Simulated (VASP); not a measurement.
Runs of VASP 6.6.1 on InP. The structure is that of space group Fm-3m (No. 225), or close to it. The cells are those of the table. 

| cell | k mesh | gap on the mesh (eV) | pressure (GPa) |
| --- | --- | --- | --- |
| a = 3.860 Å, angles 60.0°, 2 atoms | 14 × 14 × 14 | none | 0.0 |
| a = 3.583 Å, angles 60.0°, 2 atoms | 16 × 16 × 16 | none | 31.9 |
| a = 3.916 Å, angles 60.0°, 2 atoms | 14 × 14 × 14 | none | -3.2 |
| a = 3.887 Å, angles 60.0°, 2 atoms | 14 × 14 × 14 | none | (a) |
| a = 3.642 Å, angles 60.0°, 2 atoms | 16 × 16 × 16 | none | (b) |

Alike in all rows: task single point; level PBEsol; potentials or basis VASP PAW PBE potentials, release 64 (In_d, P); no spin polarisation; cutoff (eV) 520; smearing gaussian 0.05 eV.

Task: Estimate the missing entries.

Result: (a) -1.7; (b) 22.3.

Caveats: the PAW data sets were made with another functional, which shifts forces and pressure a little; spin-orbit coupling is left out, which moves the levels of the heavy elements.

A k mesh can miss the band edges, and the runs leave out spin-orbit coupling on In.

A gap of «none» marks levels without a gap at the run's occupations.
